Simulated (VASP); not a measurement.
## C: single point with PBE+D3(BJ)

C:

```
C
1.0
     1.22803    0.70900    3.34701
    -1.22803    0.70900    3.34701
     0.00000   -1.41801    3.34701
C
2
Cartesian
  0.0000 0.0000 8.3684
  0.0000 0.0000 1.6726
```

```yaml
Program: VASP 6.6.1
Task: single point
Functional: PBE
Dispersion: D3(BJ)
Potentials_or_basis: VASP PAW PBE potentials, release 64 (C)
Cutoff: 520 eV
k_mesh: 12 × 12 × 12
Occupations: gaussian, width 0.02 eV
Spin: no spin polarisation
```

The pressure is 3.7 GPa and the band gap on the k mesh is 0.66 eV, direct. The dispersion energy per atom is -0.157 eV.

Stress tensor (GPa, compression positive):
```
 5.64  0.00  0.00
 0.00  5.64  0.00
 0.00  0.00 -0.05
```

Levels at points of the mesh, in eV from the valence-band top:
```tsv
k point	band 1	band 2	band 3	band 4	band 5	band 6	band 7	band 8
(0.00, 0.00, 0.00)	-19.42	-6.28	-2.67	-2.67	4.59	8.77	8.77	11.82
(0.50, 0.00, 0.00)	-14.02	-13.00	-6.07	-1.68	2.35	8.04	12.26	12.89
(0.50, 0.50, 0.00)	-13.91	-12.92	-6.12	-2.40	1.65	7.64	13.65	15.55
(0.50, 0.50, 0.50)	-19.11	-8.27	-2.69	-2.69	8.72	8.72	10.92	12.03
```

It took 33 s on 1 thread of Intel(R) Xeon(R) 6975P-C (Granite Rapids) (shared host), peak memory 0.17 GiB.

A k mesh can miss the band edges. PBE gaps usually lie below the measured ones, often by a third to a half.
